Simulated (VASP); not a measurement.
Set up this calculation in VASP 6.6.1, as the native input.

```yaml
Task: relaxation of cell and atoms
Functional: PBE
Potentials_or_basis: VASP PAW PBE potentials, release 64 (Cs_sv, Li_sv, Cd)
Cutoff: 600 eV
k_mesh: 6 × 6 × 6
Occupations: gaussian, width 0.1 eV
Spin: no spin polarisation
Dipole_correction: no
Further_INCAR_settings: ALGO = Normal; EDIFF = 1e-07; IBRION = 2; EDIFFG = -0.01; NSW = 100; ISIF = 3
```

The structure of Cs3Li4Cd lies in POSCAR:

```
Cs3Li4Cd
1.0
    7.5923392523      0.0000000000      0.0000000000
    0.0000000000      7.5923392523      0.0000000000
    0.0000000000      0.0000000000      7.5923392523
Cs Li Cd
3 4 1
Direct
    0.0000000000      0.0000000000      0.5000000000
    0.0000000000      0.5000000000      0.0000000000
    0.5000000000      0.0000000000      0.0000000000
    0.0000000000      0.0000000000      0.0000000000
    0.5000000000      0.5000000000      0.0000000000
    0.5000000000      0.0000000000      0.5000000000
    0.0000000000      0.5000000000      0.5000000000
    0.5000000000      0.5000000000      0.5000000000
```

The input as run:

INCAR

```
SYSTEM = Cs3Li4Cd
PREC = Accurate ; ENCUT = 600
EDIFF = 1E-7 ; ISMEAR = 0
SIGMA = 0.1 ; LREAL = .FALSE.
LASPH = .TRUE. ; NELM = 100
ALGO = Normal ; ISIF = 3
LWAVE = .FALSE. ; LCHARG = .FALSE.
GGA = PE ; IBRION = 2
NSW = 100 ; EDIFFG = -0.01
```

KPOINTS

```
Automatic mesh
0
G
  6 6 6
  0 0 0
```

Potentials or basis: VASP PAW PBE potentials, release 64 (Cs_sv, Li_sv, Cd).

The run is started by

```sh
$ cat potpaw_PBE.64/Cs_sv/POTCAR potpaw_PBE.64/Li_sv/POTCAR potpaw_PBE.64/Cd/POTCAR > POTCAR
$ mpirun -np 1 vasp_std > vasp.out
```

Results of the run:

The relaxed volume is 54.10 Å³/atom and the relaxed cell is a = 7.564 Å, b = 7.564 Å, c = 7.564 Å, α = 90.00°, β = 90.00°, γ = 90.00°. The space group after relaxing (to 0.05 Å) is Pm-3m (No. 221) and the energy gained by relaxing is 0.2 meV/atom. The ionic steps are 3 and the pressure after relaxing is 0.0 GPa.

Caveat: the cutoff is under 1.25 times the usual one of these potentials, so pressure, stress and relaxed cells hold a basis-set (Pulay) error.

It took 21 min on 1 thread of AMD EPYC 7R43 64-Core Processor (Zen 3), with other jobs on the host, peak memory 0.78 GiB.
